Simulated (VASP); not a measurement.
**IrRh3: relaxation of cell and atoms with LDA**

The system is IrRh3.

```
Ir Rh
1.0
     3.81706    0.00000    0.00000
     0.00000    3.81706    0.00000
     0.00000    0.00000    3.81706
Ir Rh
1 3
Direct
  0.00000 0.00000 0.00000
  0.00000 0.50000 0.50000
  0.50000 0.00000 0.50000
  0.50000 0.50000 0.00000
```

- Program: VASP 6.6.1
- Task: relaxation of cell and atoms
- Functional: LDA
- Potentials or basis: VASP PAW LDA potentials, release 64 (Ir, Rh_pv)
- Cutoff: 600 eV
- k mesh: 6 × 6 × 6
- Occupations: fermi-dirac, width 0.05 eV
- Spin: no spin polarisation
- Dipole correction: no
- Further INCAR settings: ALGO = Normal; EDIFF = 1e-06; IBRION = 2; EDIFFG = -0.01; NSW = 80; ISIF = 3

```yaml
Relaxed_volume: 13.42 Å³/atom
Relaxed_cell: a = 3.772 Å, b = 3.772 Å, c = 3.772 Å, α = 90.00°, β = 90.00°, γ = 90.00°
Space_group_after_relaxing_to_0.1_Å: Pm-3m (No. 221)
Energy_gained_by_relaxing: 17.8 meV/atom
Ionic_steps: 4
Pressure_after_relaxing: -0.1 GPa
Band_gap_on_the_k_mesh: zero (bands 27 and 28 overlap by 2.01 eV)
```

Step by step:
| step | energy change (eV) | largest force (eV/Å) | pressure (GPa) | volume (Å³) |
| --- | --- | --- | --- | --- |
| 1 | 0.0000 | 0.0000 | -11.18 | 55.61 |
| 2 | 0.6672 | 0.0000 | 48.07 | 48.17 |
| 3 | -0.0712 | 0.0000 | -0.54 | 53.73 |
| 4 | -0.0713 | 0.0000 | -0.10 | 53.66 |

Final structure:
```
Ir Rh
1.0
     3.77182    0.00000    0.00000
     0.00000    3.77182    0.00000
     0.00000    0.00000    3.77182
Ir Rh
1 3
Cartesian
  0.0000 0.0000 0.0000
  0.0000 1.8859 1.8859
  1.8859 0.0000 1.8859
  1.8859 1.8859 0.0000
```

Levels at points of the mesh, in eV from the Fermi level:
| k point | band 23 | band 24 | band 25 | band 26 | band 27 | band 28 | band 29 | band 30 | band 31 | band 32 |
| --- | --- | --- | --- | --- | --- | --- | --- | --- | --- | --- |
| (0.00, 0.00, 0.00) | 0.82 | 0.82 | 0.89 | 0.89 | 0.89 | 1.46 | 1.46 | 1.46 | 2.88 | 2.88 |
| (0.50, 0.00, 0.00) | -1.75 | -1.57 | -1.57 | -1.48 | -1.33 | -0.43 | -0.10 | 0.89 | 1.45 | 9.40 |
| (0.50, 0.50, 0.00) | -2.16 | -2.16 | -2.02 | -1.40 | -1.31 | -1.12 | -1.12 | 2.86 | 2.93 | 2.93 |
| (0.50, 0.50, 0.50) | 0.24 | 0.24 | 0.45 | 0.45 | 0.50 | 0.82 | 0.82 | 0.85 | 0.85 | 0.85 |

Wall time 3.1 min on 1 thread of Intel Xeon 8259CL, on a shared host, peak memory 0.19 GiB.

Caveat: spin-orbit coupling is left out, which moves the levels of the heavy elements.
